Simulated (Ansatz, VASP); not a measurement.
# One calculation of CsSnI3, two programs

```xyz
5
Lattice="6.3604 0.0000 0.0000 0.0000 6.3604 0.0000 0.0000 0.0000 6.3604" Properties=species:S:1:pos:R:3 pbc="T T T"
Cs    0.0000    0.0000    0.0000
Sn    3.1802    3.1802    3.1802
I     3.1802    3.1802    0.0000
I     3.1802    0.0000    3.1802
I     0.0000    3.1802    3.1802
```

Alike in both runs: task single point; functional PBE; k mesh 4 × 4 × 4; no spin polarisation.

|  | VASP | Ansatz |
| --- | --- | --- |
| version | VASP 6.6.1 | Ansatz 0.2.0 |
| potentials or method | VASP PAW PBE potentials, release 64 (Cs_sv, Sn_d, I) | plane waves, PAW |
| plane-wave cutoff (eV) | 520 | 420 |
| occupations | gaussian, width 0.01 eV | fixed |
| valence electrons in the cell | 44 | 74 |

```csv
,VASP,Ansatz,Ansatz less VASP
gap on the k mesh at the Fermi level (eV),0.61,0.61,+0.005
pressure (GPa),-0.4,-0.4,0.00
```

VASP's potentials hold 44 valence electrons a cell and Ansatz's 74, so a difference there can come from the potentials and not from the codes.

Spin-orbit coupling is off throughout.
